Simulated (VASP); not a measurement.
Runs of VASP 6.6.1 on NaCl. The structure is that of space group F-43m (No. 216), or close to it. The cells are those of the table. 

| level | cell | smearing | gap on the mesh (eV) | pressure (GPa) |
| --- | --- | --- | --- | --- |
| PBE | a = 4.378, b = 4.378, c = 4.341 Å, angles 60.3, 60.3, 59.4°, 2 atoms | fermi-dirac 0.02 eV | (a) | 0.7 |
| r2SCAN | a = 4.330 Å, angles 60.5°, 2 atoms | gaussian 0.01 eV | 5.57 | (c) |
| PBE | a = 4.366, b = 4.366, c = 4.390 Å, angles 59.8, 59.8, 59.6°, 2 atoms | fermi-dirac 0.02 eV | 4.93 | 0.7 |
| PBE | a = 4.330 Å, angles 60.5°, 2 atoms | fermi-dirac 0.02 eV | 4.95 | 0.9 |
| r2SCAN | a = 4.378, b = 4.378, c = 4.341 Å, angles 60.3, 60.3, 59.4°, 2 atoms | gaussian 0.01 eV | (b) | -0.1 |

Alike in all rows: task single point; potentials or basis VASP PAW PBE potentials, release 64 (Na_pv, Cl); no spin polarisation; k mesh 8 × 8 × 8; cutoff (eV) 520.

Estimate the missing entries.

(a) 4.94; (b) 5.56; (c) 0.1.

Caveats: the PAW data sets were made with another functional, which shifts forces and pressure a little (some runs).

A k mesh can miss the band edges.
